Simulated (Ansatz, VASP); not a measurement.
## One calculation of Ti, two programs

INCAR

```
PREC = Accurate
ENCUT = 520
EDIFF = 1E-7
ISMEAR = 1
SIGMA = 0.6
LREAL = False
LASPH = True
NELM = 80
ALGO = Normal
ISIF = 2
LWAVE = False
LCHARG = False
GGA = PE
NBANDS = 19
```

File KPOINTS:

```
regular mesh
0
Gamma
  12 12 7
```

Contents of POSCAR:

```
Ti
1.0
    2.9390756844      0.0000000000      0.0000000000
   -1.4695378422      2.5453142064      0.0000000000
    0.0000000000      0.0000000000      4.6559893251
Ti
2
Direct
    0.3333333333      0.6666666667      0.2500000000
    0.6666666667      0.3333333333      0.7500000000
```

Input for Ansatz:

```yaml
crystal:
  lattice:
    - [2.9390756844, 0.0, 0.0]
    - [-1.4695378422, 2.5453142064, 0.0]
    - [0.0, 0.0, 4.6559893251]
  atoms:
    - { symbol: Ti, position: [0.3333333333, 0.6666666667, 0.25] }
    - { symbol: Ti, position: [0.6666666667, 0.3333333333, 0.75] }
hamiltonian:
  xc: pbe
  pseudopotentials:
    kind: paw
    azcp:
      Ti: "pseudopotentials/Ti.paw.azcp"
basis:
  ecutwfc: 420
  fft_grid_basis: typed
kpoints:
  mp_grid: { grid: [12, 12, 7], shift: [0, 0, 0] }
magnetization:
  spin_polarized: false
scf:
  occupations: { method: methfessel_paxton, width: 0.6 }
  lower_state_search: "off"
output:
  stress: true
  write_density: true
  write_potential: true
  elf: true
  volumetric_format: npy
```

Alike in both runs: task single point; functional PBE; k mesh 12 × 12 × 7; occupations methfessel-paxton of order 1, width 0.6 eV; no spin polarisation.

|  | VASP | Ansatz |
| --- | --- | --- |
| version | VASP 6.6.1 | Ansatz 0.2.0 |
| potentials or method | VASP PAW PBE potentials, release 64 (Ti_sv), cutoff 520 eV | plane waves (420 eV) with PAW, scalar-relativistic |
| valence electrons in the cell | 24 | 24 |

|  | VASP | Ansatz | Ansatz less VASP |
| --- | --- | --- | --- |
| pressure (GPa) | -0.7 | -0.4 | +0.28 |
| traceless stress, the component that is largest in VASP (GPa) | -0.09 | -0.09 | +0.001 |

With one functional, cell and mesh, what is left measures potentials, basis and numerics.
